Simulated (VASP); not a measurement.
## BeS: single point with r2SCAN

Crystal: BeS.

```
CELL_PARAMETERS angstrom
2.33713 2.33713 0.00000
-2.33713 2.33713 0.00000
0.00000 2.33713 2.33713
ATOMIC_POSITIONS crystal
Be 0.00000 0.00000 0.00000
S 0.75000 0.25000 0.50000
```

- Program: VASP 6.6.1
- Task: single point
- Functional: r2SCAN
- Potentials or basis: VASP PAW PBE potentials, release 64 (Be, S)
- Cutoff: 520 eV
- k mesh: 8 × 8 × 8
- Occupations: gaussian, width 0.01 eV
- Spin: no spin polarisation
- Dipole correction: no
- Further INCAR settings: ALGO = Normal; EDIFF = 1e-07; NBANDS = 11

The pressure is 15.2 GPa. The band gap on the k mesh is 3.29 eV (least direct gap 6.16 eV).

Levels at points of the mesh, in eV from the valence-band top:
```csv
k point,band 2,band 3,band 4,band 5,band 6,band 7
"(0.00, 0.00, 0.00)",0.00,0.00,0.00,6.16,6.16,6.16
"(0.50, 0.00, 0.00)",-6.75,-1.23,-1.23,6.50,7.06,7.06
"(0.50, 0.50, 0.00)",-5.82,-3.14,-3.14,3.29,5.24,14.77
```

Run time: 73 s on 1 thread of Intel Xeon 8259CL, on a shared host, peak memory 0.16 GiB.

Caveat: the cell stands under pressure; the PAW data sets were made with another functional, which shifts forces and pressure a little. A k mesh can miss the band edges.
